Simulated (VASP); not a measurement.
Input of a VASP 6.6.1 run:

POSCAR

```
Ta
1.0
   -1.6401972500      1.6401972500      1.6401972500
    1.6401972500     -1.6401972500      1.6401972500
    1.6401972500      1.6401972500     -1.6401972500
Ta
1
Direct
    0.0000000000      0.0000000000      0.0000000000
```

File INCAR.step1:

```
SYSTEM = Ta
ALGO     = Normal         ! electronic algorithm
EDIFF    = 1E-4           ! SCF threshold, eV
ENCUT    = 520            ! plane-wave cutoff, eV
GGA      = PE             ! functional
ISMEAR   = -1             ! smearing method
LASPH    = .True.         ! aspherical terms in the spheres
LCHARG   = .False.        ! write CHGCAR
LREAL    = .False.        ! projectors in reciprocal space
LWAVE    = .True.         ! write WAVECAR
NBANDS   = 12             ! bands
NELM     = 100            ! most SCF steps
PREC     = Accurate       ! precision mode
SIGMA    = 0.05           ! smearing width, eV
```

Contents of INCAR.step2:

```
SYSTEM = Ta
ALGO     = Normal         ! electronic algorithm
EDIFF    = 1E-7           ! SCF threshold, eV
ENCUT    = 520            ! plane-wave cutoff, eV
ISIF     = 2              ! what is computed and relaxed
ISMEAR   = -1             ! smearing method
ISTART   = 1            
LASPH    = .True.         ! aspherical terms in the spheres
LCHARG   = .False.        ! write CHGCAR
LMIXTAU  = .True.       
LREAL    = .False.        ! projectors in reciprocal space
LWAVE    = .False.        ! write WAVECAR
METAGGA  = R2SCAN         ! meta-GGA
NBANDS   = 12             ! bands
NELM     = 100            ! most SCF steps
PREC     = Accurate       ! precision mode
SIGMA    = 0.05           ! smearing width, eV
```

Contents of KPOINTS:

```
k-points
0
Gamma
  11 11 11
  0 0 0
```

Potentials or basis: VASP PAW PBE potentials, release 64 (Ta_pv).

Command:

```bash
$ cat potpaw_PBE.64/Ta_pv/POTCAR > POTCAR
$ cp INCAR.step1 INCAR
$ mpirun -np 1 vasp_std > vasp.out
$ cp INCAR.step2 INCAR
$ mpirun -np 1 vasp_std > vasp.out
```

(1) Estimate the pressure.

## Answers

(1) 4.9 GPa.

Caveat: the PAW data sets were made with another functional, which shifts forces and pressure a little.
